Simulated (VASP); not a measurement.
Crystal: VCrC2.

```
Cr V C
1.0
     1.46063    0.84330    4.73939
    -1.46063    0.84330    4.73939
     0.00000   -1.68659    4.73939
Cr V C
1 1 2
Cartesian
  0.0000 0.0000 7.1091
  0.0000 0.0000 0.0000
  0.0000 0.0000 3.5369
  0.0000 0.0000 10.6813
```

Program: VASP 6.6.1. Alike in all runs: task single point; potentials or basis VASP PAW PBE potentials, release 64 (Cr_pv, V_sv, C); cell as given; cutoff (eV) 520; smearing fermi-dirac 0.05 eV.

Task: Order these runs on this cell by their pressure, lowest first.
A. level PBEsol; spin collinear, ferromagnetic start; fixed moment (μB) 2.5; k mesh 9 × 9 × 9
B. level PBEsol+U; spin collinear, ferromagnetic start; U Cr d U = 3.0 eV, V d U = 3.0 eV; k mesh 11 × 11 × 11
C. level PBEsol; spin collinear, ferromagnetic start; fixed moment (μB) 1.2; k mesh 9 × 9 × 9
D. level PBEsol; spin collinear, zero start; fixed moment (μB) 0.0; k mesh 9 × 9 × 9
E. level PBEsol; spin collinear, ferromagnetic start; fixed moment (μB) 3.8; k mesh 9 × 9 × 9

Result: D (-11.5 GPa), C (-8.4 GPa), A (-1.9 GPa), B (7.2 GPa), E (9.0 GPa).

Caveats: the PAW data sets were made with another functional, which shifts forces and pressure a little; the total moment is fixed, so each spin has its own Fermi level and the state may be an excited one (at least some runs); the cell stands under tension (at least some runs); the total moment is fixed, so each spin has its own Fermi level (at least some runs); the cell stands under pressure (at least some runs); the stress differs along the axes, from 3 to 9 GPa (at least some runs); an empty level that is flat over the whole mesh can mark a ghost state of the potentials, or a narrow d or f band (at least some runs).
